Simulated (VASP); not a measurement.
MoS2:

```
Mo S
1.0
     3.16100    0.00000    0.00000
    -1.58050    2.73751    0.00000
     0.00000    0.00000   12.29500
Mo S
2 4
Direct
  0.33333 0.66667 0.25000
  0.66667 0.33333 0.75000
  0.33333 0.66667 0.62750
  0.66667 0.33333 0.12750
  0.33333 0.66667 0.87250
  0.66667 0.33333 0.37250
```

Base run:

```yaml
Program: VASP 6.6.1
Functional: LDA
Potentials_or_basis: VASP PAW LDA potentials, release 64 (Mo_sv, S)
Cutoff: 500 eV
k_mesh: 7 × 7 × 2
Occupations: gaussian, width 0.05 eV
Spin: collinear spin
Starting_moments: "[1.43, 1.43, -0.03, -0.03, -0.03, -0.03] μB"
Fixed_moment: 3.6 μB
Hubbard_terms: Mo d U = 4.0 eV
```

Its results: pressure 15.5 GPa; site moments Mo +1.62; S -0.01 μB; largest force 1.438 eV/Å.

Question: The run is repeated on the same cell with these changes: fixed moment from 3.6 μB to 2 μB; moments at the start from [1.43, 1.43, -0.03, -0.03, -0.03, -0.03] to [1.0, 1.0, 0.0, 0.0, 0.0, 0.0]. What comes out?

Answer: Pressure 9.0 GPa; site moments Mo +0.90; S +0.00 μB; largest force 1.150 eV/Å.

Caveats: the cell stands under pressure; the total moment is fixed, so each spin has its own Fermi level; forces of over 1 eV/Å act on the atoms, so gaps and moduli don't describe the material at rest.
